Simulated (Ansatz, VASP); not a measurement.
# One calculation of GaN, two programs

INCAR

```
PREC = Accurate ; ENCUT = 520
EDIFF = 1E-6 ; ISMEAR = 0
SIGMA = 0.01 ; LREAL = F
LASPH = T ; NELM = 80
ALGO = Normal ; ISIF = 2
LWAVE = F ; LCHARG = F
IBRION = 2 ; NSW = 50
EDIFFG = -0.002
```

The input KPOINTS:

```
regular mesh
0
Gamma
  8 8 4
```

Contents of POSCAR:

```
GaN
1.0
    3.1360554945      0.0000000000      0.0000000000
   -1.5680277472      2.7159037259      0.0000000000
    0.0000000000      0.0000000000      5.1127057475
Ga N
2 2
Direct
    0.3333333333      0.6666666667     -0.0007042255
    0.6666666667      0.3333333333      0.4992957745
    0.3333333333      0.6666666667      0.3757042255
    0.6666666667      0.3333333333      0.8757042255
```

Input for Ansatz:

```yaml
crystal:
  lattice:
    - [3.13605549449, 0.0, 0.0]
    - [-1.56802774724, 2.71590372591, 0.0]
    - [0.0, 0.0, 5.11270574751]
  atoms:
    - { symbol: Ga, position: [0.333333333333, 0.666666666667, -0.000704225452] }
    - { symbol: Ga, position: [0.666666666667, 0.333333333333, 0.499295774548] }
    - { symbol: "N", position: [0.333333333333, 0.666666666667, 0.375704225452] }
    - { symbol: "N", position: [0.666666666667, 0.333333333333, 0.875704225452] }
kpoints:
  mp_grid: { grid: [8, 8, 4] }
scf:
  occupations: { method: fixed }
  convergence: { dr2_threshold: 1.0e-10 }
hamiltonian:
  xc: lda
  pseudopotentials: { kind: all_electron, lapw: { basis_error: 0.0005 } }
output:
  forces: true
  stress: true
  eigenstates:
    kpoints:
      - [0.0, 0.0, 0.0]
      - [0.0, 0.0, -0.5]
      - [-0.5, 0.0, 0.0]
      - [-0.5, 0.5, 0.0]
      - [0.0, -0.5, 0.0]
      - [-0.5, 0.0, -0.5]
      - [-0.5, 0.5, -0.5]
      - [0.0, -0.5, -0.5]
relax:
  f_tol: 0.002
  max_steps: 30
```

Alike in both runs: task relaxation of the atoms; functional LDA; k mesh 8 × 8 × 4; no spin polarisation.

|  | VASP | Ansatz |
| --- | --- | --- |
| version | VASP 6.6.1 | Ansatz 0.2.0 |
| potentials or method | VASP PAW LDA potentials, release 64 (Ga_d, N), cutoff 520 eV | all-electron LAPW, scalar-relativistic |
| occupations | gaussian, width 0.01 eV | fixed |

VASP gave:

| Property | Result |
| --- | --- |
| gap on the k mesh at the Fermi level, each at its own relaxed structure (eV) | 2.25 |

Question: Estimate Ansatz's values.

Answer: gap on the k mesh at the Fermi level, each at its own relaxed structure (eV): 2.24.

LDA's correlation is that of Perdew and Zunger in VASP and of Perdew and Wang (1992) in Ansatz. Ansatz ran all-electron here, and VASP with PAW potentials.
